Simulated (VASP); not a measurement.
A run of VASP 6.6.1:

File INCAR:

```
PREC = Accurate
ENCUT = 600
EDIFF = 1E-6
ISMEAR = 0
SIGMA = 0.1
LREAL = F
LASPH = T
NELM = 80
ALGO = Normal
ISIF = 3
LWAVE = F
LCHARG = F
GGA = PE
IBRION = 2
NSW = 90
EDIFFG = -0.04
```

Contents of KPOINTS:

```
Automatic mesh
0
Gamma
  6 6 4
```

POSCAR

```
GeIrRu3
1.0
    4.5084553700      0.0000000000      0.0000000000
   -2.2542276800      3.9044368800      0.0000000000
    0.0000000000      0.0000000000      4.3130570000
Ge Ru Ir
1 3 1
Direct
    0.0000000000      0.0000000000      0.5000000000
    0.5000000000      0.0000000000      0.0000000000
    0.0000000000      0.5000000000      0.0000000000
    0.5000000000      0.5000000000      0.0000000000
    0.0000000000      0.0000000000      0.0000000000
```

Potentials or basis: VASP PAW PBE potentials, release 64 (Ge_d, Ru_pv, Ir).

The run is started by

```console
$ cat potpaw_PBE.64/Ge_d/POTCAR potpaw_PBE.64/Ru_pv/POTCAR potpaw_PBE.64/Ir/POTCAR > POTCAR
$ mpirun -np 1 vasp_std > vasp.out
```

Hardware: 1 thread of Intel Xeon 6975P-C, with other jobs on the host.

Q: How long does it take, and how much memory?

A: Wall time 14 min on 1 thread of Intel Xeon 6975P-C, on a shared host, peak memory 0.27 GiB. Counts: scf iterations 148, k points 21, ion steps 13.
